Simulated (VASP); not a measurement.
Set up this calculation in VASP 6.6.1, as the native input.

```
Task                   : relaxation of cell and atoms
Functional             : PBE
Potentials or basis    : VASP PAW PBE potentials, release 64 (Li_sv, Al, B)
Cutoff                 : 600 eV
k mesh                 : 12 × 12 × 6
Occupations            : gaussian, width 0.1 eV
Spin                   : no spin polarisation
Dipole correction      : no
Further INCAR settings : ALGO = Normal; EDIFF = 1e-06; IBRION = 2; EDIFFG = -0.01; NSW = 100; ISIF = 3
```

The structure of LiAl2B2 lies in POSCAR:

```
LiAl2B2
1.0
    2.9994995632      0.0000000000      0.0000000000
   -1.4997497816      2.5976428204      0.0000000000
    0.0000000000      0.0000000000      7.7521174595
Li Al B
1 2 2
Direct
    0.0000000000      0.0000000000      0.0633337306
    0.0000000000      0.0000000000      0.4636647619
    0.3333333333      0.6666666667      0.7616191815
    0.3333333333      0.6666666667      0.2679389503
    0.6666666667      0.3333333333      0.2711205157
```

One way to write it, as run:

INCAR

```
SYSTEM = LiAl2B2
PREC = Accurate
ENCUT = 600
EDIFF = 1E-6
ISMEAR = 0
SIGMA = 0.1
LREAL = .False.
LASPH = .True.
NELM = 100
ALGO = Normal
ISIF = 3
LWAVE = .False.
LCHARG = .False.
GGA = PE
IBRION = 2
NSW = 100
EDIFFG = -0.01
```

KPOINTS

```
regular mesh
0
Gamma
  12 12 6
  0 0 0
```

Potentials or basis: VASP PAW PBE potentials, release 64 (Li_sv, Al, B).

Command:

```bash
$ cat potpaw_PBE.64/Li_sv/POTCAR potpaw_PBE.64/Al/POTCAR potpaw_PBE.64/B/POTCAR > POTCAR
$ mpirun -np 1 vasp_std > vasp.out
```

Results of the run:

```yaml
Relaxed_volume: 12.13 Å³/atom
Relaxed_cell: a = 3.002 Å, b = 3.002 Å, c = 7.771 Å, α = 90.00°, β = 90.00°, γ = 120.00°
Space_group_after_relaxing_to_0.05_Å: P3m1 (No. 156)
Energy_gained_by_relaxing: 1.1 meV/atom
Ionic_steps: 6
Pressure_after_relaxing: 0.0 GPa
Largest_force_after_relaxing: 0.010 eV/Å
```

Caveat: the cutoff is under 1.25 times the usual one of these potentials, so pressure, stress and relaxed cells hold a basis-set (Pulay) error.

Wall time 120 s on 1 thread of Intel(R) Xeon(R) Platinum 8488C (Sapphire Rapids) (shared host), peak memory 0.24 GiB.
